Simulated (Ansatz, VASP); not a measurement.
# One calculation of La4ZrO, two programs

INCAR

```
ALGO = Normal
EDIFF = 1E-6
EDIFFG = -0.01
ENCUT = 600
GGA = PE
IBRION = 2
ISIF = 3
ISMEAR = 0
LASPH = True
LCHARG = False
LREAL = False
LWAVE = False
NELM = 100
NSW = 100
PREC = Accurate
SIGMA = 0.1
```

File KPOINTS:

```
k-points
0
Gamma
  6 6 8
```

Contents of POSCAR:

```
La4ZrO
1.0
    6.2046212904      0.0000000000      0.0000000000
   -3.1023106452      5.3733596584      0.0000000000
    0.0000000000      0.0000000000      5.5926911761
La Zr O
4 1 1
Direct
    0.6666666667      0.3333333333      0.0000000000
    0.0073154290      0.5036577145      0.5000000000
    0.4963422855      0.5036577145      0.5000000000
    0.4963422855      0.9926845710      0.5000000000
    0.3333333333      0.6666666667      0.0000000000
    0.0000000000      0.0000000000      0.0000000000
```

Input for Ansatz:

```yaml
crystal:
  lattice:
    - [6.2046212904, 0.0, 0.0]
    - [-3.1023106452, 5.3733596584, 0.0]
    - [0.0, 0.0, 5.5926911761]
  atoms:
    - { symbol: La, position: [0.6666666667, 0.3333333333, 0.0] }
    - { symbol: La, position: [0.007315429, 0.5036577145, 0.5] }
    - { symbol: La, position: [0.4963422855, 0.5036577145, 0.5] }
    - { symbol: La, position: [0.4963422855, 0.992684571, 0.5] }
    - { symbol: Zr, position: [0.3333333333, 0.6666666667, 0.0] }
    - { symbol: O, position: [0.0, 0.0, 0.0] }
basis:
  ecutwfc: 420
kpoints:
  mp_grid: { grid: [6, 6, 8] }
hamiltonian:
  xc: pbe
scf:
  occupations: { method: gaussian, width: 0.1 }
output:
  forces: true
  stress: true
  eigenvalues: true
  write_density: true
  write_potential: true
  elf: true
  volumetric_format: npy
relax:
  adjacent_minimum: "off"
  f_tol: 0.01
  max_steps: 80
  cell: { stress_tol: 0.05 }
```

Change from the starting cell: species swapped into the EuAlAg4 type (P-6m2, No. 187).

Alike in both runs: task relaxation of cell and atoms; functional PBE; k mesh 6 × 6 × 8; occupations gaussian, width 0.1 eV; no spin polarisation.

|  | VASP | Ansatz |
| --- | --- | --- |
| version | VASP 6.6.1 | Ansatz 0.2.0 |
| potentials or method | VASP PAW PBE potentials, release 64 (La, Zr_sv, O), cutoff 600 eV | scalar-relativistic, plane waves, PAW |
| valence electrons in the cell | 62 | 62 |

|  | VASP | Ansatz | Ansatz less VASP |
| --- | --- | --- | --- |
| gap on the k mesh at the Fermi level, each at its own relaxed structure (eV) | none | none | - |
| relaxed volume (Å³/atom) | 32.05 | 32.02 | -0.030 |
| relaxed length of the cell vector where the two differ most in proportion (Å) | 5.434 | 5.430 | -0.0037 |

A gap of «none» marks a metal or a gap that the smearing closes.

Spin-orbit coupling is off throughout.
